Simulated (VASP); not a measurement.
# Br (Pm-3m) in VASP: single point with PBEsol

Aim: the single point of Br with PBEsol.

Program: VASP 6.6.1. These are calculated values, not measurements. Logs are shortened: lines on timing, memory, paths and dates and some standing lists are left out, and cuts for length are marked.

## Step 1: The cell of the first run

It takes space group Pm-3m (No. 221, cubic). The conventional cell has a = 5.737 Å, b = 5.737 Å, c = 5.737 Å, α = 90.00°, β = 90.00°, γ = 90.00°. Within 5.3 Å of Br (site symmetry 4/mmm) lie 8 Br at 4.06 Å.

## Step 2: Single point, PBEsol

INCAR

```
SYSTEM = Br
PREC = Accurate
ENCUT = 520
EDIFF = 1E-6
ISMEAR = -1
SIGMA = 0.05
LREAL = .False.
LASPH = .True.
NELM = 80
ALGO = Normal
ISIF = 2
LWAVE = .False.
LCHARG = .False.
GGA = PS
NBANDS = 18
```

KPOINTS

```
regular mesh
0
Gamma
  4 4 4
  0 0 0
```

POSCAR

```
Br
1.0
    5.7373090000      0.0000000000      0.0000000000
    0.0000000000      5.7373090000      0.0000000000
    0.0000000000      0.0000000000      5.7373090000
Br
3
Direct
    0.0000000000      0.5000000000      0.5000000000
    0.5000000000      0.5000000000      0.0000000000
    0.5000000000      0.0000000000      0.5000000000
```

Potentials or basis: VASP PAW PBE potentials, release 64 (Br).

Started as:

```
cat potpaw_PBE.64/Br/POTCAR > POTCAR
mpirun -np 1 vasp_std > vasp.out
```

OUTCAR:

```text
SYSTEM = Br
   PREC = Accurate
   ENCUT = 520
   EDIFF = 1E-6
   ISMEAR = -1
   LREAL = .False.
   LASPH = .True.
   NELM = 80
   ISIF = 2
   GGA = PS

 ion  position               nearest neighbor table
   1  0.000  0.500  0.500-
   2  0.500  0.500  0.000-
   3  0.500  0.000  0.500-

  LATTYP: Found a simple cubic cell.
 ALAT       =     5.7373090000

  Lattice vectors:

 A1 = (   5.7373090000,   0.0000000000,   0.0000000000)
 A2 = (   0.0000000000,   5.7373090000,   0.0000000000)
 A3 = (   0.0000000000,   0.0000000000,   5.7373090000)

Analysis of symmetry for initial positions (statically):
=====================================================================
 Subroutine PRICEL returns:
 Original cell was already a primitive cell.

 Routine SETGRP: Setting up the symmetry group for a
 simple cubic supercell.

 Subroutine GETGRP returns: Found 48 space group operations
 (whereof 48 operations were pure point group operations)
 out of a pool of 48 trial point group operations.

The static configuration has the point symmetry O_h .

Analysis of symmetry for dynamics (positions and initial velocities):
=====================================================================
 Subroutine PRICEL returns:
 Original cell was already a primitive cell.

 Routine SETGRP: Setting up the symmetry group for a
 simple cubic supercell.

 Subroutine GETGRP returns: Found 48 space group operations
 (whereof 48 operations were pure point group operations)
 out of a pool of 48 trial point group operations.

The dynamic configuration has the point symmetry O_h .

 Subroutine INISYM returns: Found 48 space group operations
 (whereof 48 operations are pure point group operations),
 and found     1 'primitive' translations

----------------------------------------------------------------------------------------

                                     Primitive cell

  volume of cell :     188.8534

  direct lattice vectors                    reciprocal lattice vectors
     5.737309000  0.000000000  0.000000000     0.174297741  0.000000000  0.000000000
     0.000000000  5.737309000  0.000000000     0.000000000  0.174297741  0.000000000
     0.000000000  0.000000000  5.737309000     0.000000000  0.000000000  0.174297741

  length of vectors
     5.737309000  5.737309000  5.737309000     0.174297741  0.174297741  0.174297741

  position of ions in fractional coordinates (direct lattice)
     0.000000000  0.500000000  0.500000000
     0.500000000  0.500000000  0.000000000
     0.500000000  0.000000000  0.500000000

  ion indices of the primitive-cell ions
   primitive index   ion index
                 1           1
                 2           2
                 3           3

----------------------------------------------------------------------------------------

 KPOINTS: regular mesh

Automatic generation of k-mesh.
 Grid dimensions read from file:
 generate k-points for:    4    4    4

 Generating k-lattice:

  Cartesian coordinates                     Fractional coordinates (reciprocal lattice)
     0.043574435  0.000000000  0.000000000     0.250000000  0.000000000  0.000000000
     0.000000000  0.043574435  0.000000000     0.000000000  0.250000000  0.000000000
     0.000000000  0.000000000  0.043574435     0.000000000  0.000000000  0.250000000

  Length of vectors
     0.043574435  0.043574435  0.043574435

  Shift w.r.t. Gamma in fractional coordinates (k-lattice)
     0.000000000  0.000000000  0.000000000

 Subroutine IBZKPT returns following result:
 ===========================================

 Found     10 irreducible k-points:

 Following reciprocal coordinates:
            Coordinates               Weight
  0.000000  0.000000  0.000000      1.000000
  0.250000  0.000000  0.000000      6.000000
  0.500000  0.000000  0.000000      3.000000
  0.250000  0.250000  0.000000     12.000000
  0.500000  0.250000  0.000000     12.000000
  0.500000  0.500000  0.000000      3.000000
  0.250000  0.250000  0.250000      8.000000
  0.500000  0.250000  0.250000     12.000000
  0.500000  0.500000  0.250000      6.000000
  0.500000  0.500000  0.500000      1.000000
   k-points           NKPTS =     10   k-points in BZ     NKDIM =     10   number of bands    NBANDS=     18
   number of dos      NEDOS =    301   number of ions     NIONS =      3
   total plane-waves  NPLWV = 110592
   dimension x,y,z NGX =    48 NGY =   48 NGZ =   48
   dimension x,y,z NGXF=    96 NGYF=   96 NGZF=   96
   ions per type =               3
   NGX,Y,Z   is equivalent  to a cutoff of  13.91, 13.91, 13.91 a.u.
   NGXF,Y,Z  is equivalent  to a cutoff of  27.82, 27.82, 27.82 a.u.
 SYSTEM =  Br
   PREC   = accura    normal or accurate (medium, high low for compatibility)
   ISTART =      0    job   : 0-new  1-cont  2-samecut
   ICHARG =      2    charge: 1-file 2-atom 10-const
   ISPIN  =      1    spin polarized calculation?
   LNONCOLLINEAR =      F non collinear calculations
   LSORBIT =      F    spin-orbit coupling
   LASPH  =      T    aspherical Exc in radial PAW
   ENCUT  =  520.0 eV  38.22 Ry    6.18 a.u.  10.67 10.67 10.67*2*pi/ulx,y,z
   NELM   =     80;   NELMIN=  2; NELMDL= -5     # of ELM steps
   EDIFF  = 0.1E-05   stopping-criterion for ELM
   LREAL  =      F    real-space projection
   EDIFFG = 0.1E-04   stopping-criterion for IOM
   NSW    =      0    number of steps for IOM
   IBRION =     -1    ionic relax: 0-MD 1-quasi-New 2-CG
   NFREE  =      0    steps in history (QN), initial steepest desc. (CG)
   ISIF   =      2    stress and relaxation
   ISYM   =      2    0-nonsym 1-usesym 2-fastsym
   POTIM  = 0.5000    time-step for ionic-motion
   TEBEG  =    0.0;   TEEND  =   0.0 temperature during run
   PSTRESS=    0.0 pullay stress
   NELECT =      21.0000    total number of electrons
   NUPDOWN=      -1.0000    fix difference up-down
   EMIN   =  10.00;   EMAX   =-10.00  energy-range for DOS
   EFERMI =   0.00;   METHOD = LEGACY
   ISMEAR =    -1;   SIGMA  =   0.05  broadening in eV -4-tet -1-fermi 0-gaus
   EFERMI_NEDOS =   21; number of points for ismear=-14 and -15
   IALGO  =     38    algorithm
   IMIX   =      4    mixing-type and parameters
     AMIX     =   0.40;   BMIX     =  1.00
     AMIX_MAG =   1.60;   BMIX_MAG =  1.00
  volume/ion in A,a.u.               =      62.95       424.82
  Fermi-wavevector in a.u.,A,eV,Ry     =   0.787239  1.487665  8.432136  0.619745
  Thomas-Fermi vector in A             =   1.891939
   LORBIT       =      0    0 simple, 1 ext, 2 COOP (PROOUT), +10 PAW based schemes
   GGA     = PS    functional components
   LHFCALC =     F    Hartree Fock is set to
   AEXX    =    0.0000 exact exchange contribution
   IVDW    =     0    specifies the selected vdW correction
   LEPSILON=     F    determine dielectric tensor
   LRPA    =     F    only Hartree local field effects (RPA)
 non-spin polarized calculation
  energy-cutoff  :      520.00
  volume of cell :      188.85
 maximum number of plane-waves:      5112
 NGX is ok and might be reduce to    48
   NGX = 21   NGY = 21   NGZ = 21

 number of electron      20.9999997 magnetization

 Free energy of the ion-electron system (eV)
  ---------------------------------------------------
  ext. energy  EPLUGINS =         0.00000000
  ---------------------------------------------------
  free energy    TOTEN  =        -1.77193236 eV

  energy without entropy =       -1.61387140  energy(sigma->0) =       -1.69290188

 E-fermi :  -4.2214     XC(G=0):  -5.6558

 val. band max:       -4.2333246111   @ k =   0.5000   0.0000   0.0000
 cond. band min:      -4.2183902387   @ k =   0.5000   0.2500   0.0000
 fundamental gap:      0.0149343724
 Fermi energy:        -4.2213763433

 k-point     1 :       0.0000    0.0000    0.0000
  band No.  band energies     occupation
      1     -17.1842      2.00000
      2     -16.9164      2.00000
      3     -16.9164      2.00000
      4      -5.3483      2.00000
      5      -5.3483      2.00000
      6      -5.3483      2.00000
[... 10 lines left out ...]
     17       5.5435      0.00000
     18       5.5435      0.00000

 k-point     2 :       0.2500    0.0000    0.0000
  band No.  band energies     occupation
      1     -17.1507      2.00000
      2     -16.9511      2.00000
      3     -16.9156      2.00000
      4      -5.2572      2.00000
      5      -5.2572      2.00000
      6      -5.2254      2.00000
[... 10 lines left out ...]
     17       5.7265      0.00000
     18       5.7665      0.00000

 k-point     3 :       0.5000    0.0000    0.0000
  band No.  band energies     occupation
      1     -17.0961      2.00000
      2     -17.0068      2.00000
      3     -16.9148      2.00000
      4      -5.1274      2.00000
      5      -5.1274      2.00000
      6      -4.8924      2.00000
[... 10 lines left out ...]
     17       5.9667      0.00000
     18       5.9907      0.00000

 k-point     4 :       0.2500    0.2500    0.0000
  band No.  band energies     occupation
      1     -17.1206      2.00000
      2     -16.9610      2.00000
      3     -16.9352      2.00000
      4      -5.3543      2.00000
      5      -5.1609      2.00000
      6      -4.9864      2.00000
[... 10 lines left out ...]
     17       5.6528      0.00000
     18       5.6670      0.00000

 k-point     5 :       0.5000    0.2500    0.0000
  band No.  band energies     occupation
      1     -17.0693      2.00000
      2     -17.0057      2.00000
      3     -16.9411      2.00000
      4      -5.2810      2.00000
      5      -5.1285      2.00000
      6      -5.0145      2.00000
[... 10 lines left out ...]
     17       5.7345      0.00000
     18       6.2658      0.00000

 k-point     6 :       0.5000    0.5000    0.0000
  band No.  band energies     occupation
      1     -17.0054      2.00000
      2     -17.0046      2.00000
      3     -17.0046      2.00000
      4      -5.3766      2.00000
      5      -5.2776      2.00000
      6      -4.7721      1.99997
[... 10 lines left out ...]
     17       5.5340      0.00000
     18       6.2084      0.00000

 k-point     7 :       0.2500    0.2500    0.2500
  band No.  band energies     occupation
      1     -17.0951      2.00000
      2     -16.9601      2.00000
      3     -16.9601      2.00000
      4      -5.5020      2.00000
      5      -5.0202      2.00000
      6      -5.0202      2.00000
[... 10 lines left out ...]
     17       5.1799      0.00000
     18       6.2792      0.00000

 k-point     8 :       0.5000    0.2500    0.2500
  band No.  band energies     occupation
      1     -17.0499      2.00000
      2     -17.0047      2.00000
      3     -16.9592      2.00000
      4      -5.5395      2.00000
      5      -5.1477      2.00000
      6      -5.0662      2.00000
[... 10 lines left out ...]
     17       5.8023      0.00000
     18       6.1153      0.00000

 k-point     9 :       0.5000    0.5000    0.2500
  band No.  band energies     occupation
      1     -17.0039      2.00000
      2     -17.0036      2.00000
      3     -17.0036      2.00000
      4      -5.6725      2.00000
      5      -5.2691      2.00000
      6      -5.0982      2.00000
[... 10 lines left out ...]
     17       6.1237      0.00000
     18       6.1985      0.00000

 k-point    10 :       0.5000    0.5000    0.5000
  band No.  band energies     occupation
      1     -17.0025      2.00000
      2     -17.0025      2.00000
      3     -17.0025      2.00000
      4      -5.8532      2.00000
      5      -5.2605      2.00000
      6      -5.2605      2.00000
[... 10 lines left out ...]
     17       6.4494      0.00000
     18       6.4494      0.00000

------------------------ aborting loop because EDIFF is reached ----------------------------------------

  FORCE on cell =-STRESS in cart. coord.  units (eV):
  Direction    XX          YY          ZZ          XY          YZ          ZX
  --------------------------------------------------------------------------------------
  -------------------------------------------------------------------------------------
  Total       -2.8241424     -2.8241424     -2.8241424      0.0000000      0.0000000      0.0000000
  in kB      -23.9592077    -23.9592077    -23.9592077      0.0000000      0.0000000      0.0000000
  external PRESSURE =     -23.9592077 kB  Pullay stress =       0.0000000 kB

 VOLUME and BASIS-vectors are now :
 -----------------------------------------------------------------------------
  energy-cutoff  :      520.00
  volume of cell :      188.85
      direct lattice vectors                 reciprocal lattice vectors
     5.737309000  0.000000000  0.000000000     0.174297741  0.000000000  0.000000000
     0.000000000  5.737309000  0.000000000     0.000000000  0.174297741  0.000000000
     0.000000000  0.000000000  5.737309000     0.000000000  0.000000000  0.174297741

 POSITION                                       TOTAL-FORCE (eV/Angst)
 -----------------------------------------------------------------------------------
      0.00000      2.86865      2.86865         0.000000      0.000000      0.000000
      2.86865      2.86865      0.00000         0.000000      0.000000      0.000000
      2.86865      0.00000      2.86865         0.000000      0.000000      0.000000
 -----------------------------------------------------------------------------------
    total drift:                                0.000000     -0.000000     -0.000000

  FREE ENERGIE OF THE ION-ELECTRON SYSTEM (eV)
  ---------------------------------------------------
  free  energy   TOTEN  =        -1.7719323573 eV

  energy  without entropy=       -1.6138713993  energy(sigma->0) =       -1.69290188
```

Wall time 25 s (1 thread of Intel Xeon Platinum 8488C (Sapphire Rapids), shared host); peak memory 0.31 GiB.

Results:

| Property | Result |
| --- | --- |
| Free energy | -1.7719 eV |
| Pressure | -2.4 GPa |

Caveat: the PAW data sets were made with another functional, which shifts forces and pressure a little; an odd number of electrons without spin polarisation forces a metal; a magnetic or distorted state may lie lower.
